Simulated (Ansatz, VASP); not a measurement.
## Bi2Te3: VASP beside Ansatz

```
Bi Te
1.0
     2.27476    1.31333    9.94667
    -2.27476    1.31333    9.94667
     0.00000   -2.62666    9.94667
Bi Te
2 3
Direct
  0.81200 0.81200 0.81200
  0.40200 0.40200 0.40200
  0.61100 0.61100 0.61100
  0.20000 0.20000 0.20000
  0.00000 0.00000 0.00000
```

Change from the starting cell: equal xx and yy strain of +3 %.

Alike in both runs: task single point; functional LDA; k mesh 8 × 8 × 8; occupations fermi-dirac, width 0.08 eV; no spin polarisation.

|  | VASP | Ansatz |
| --- | --- | --- |
| version | VASP 6.6.1 | Ansatz 0.2.0 |
| potentials or method | VASP PAW LDA potentials, release 64 (Bi_d, Te), cutoff 520 eV | all-electron LAPW, scalar-relativistic |

Ansatz gave:

* pressure (GPa): -4.2
* traceless stress, the component that is largest in VASP (GPa): -0.28
* rms of the force components (eV/Å): 0.324

Which values does VASP return?

Pressure (GPa): -4.2; traceless stress, the component that is largest in VASP (GPa): -0.29; rms of the force components (eV/Å): 0.329.

LDA's correlation is that of Perdew and Zunger in VASP and of Perdew and Wang (1992) in Ansatz. Atom by atom the forces differ by 0.008 eV/Å (rms over components). Ansatz ran all-electron here, and VASP with PAW potentials.

Neither program's run includes spin-orbit coupling.
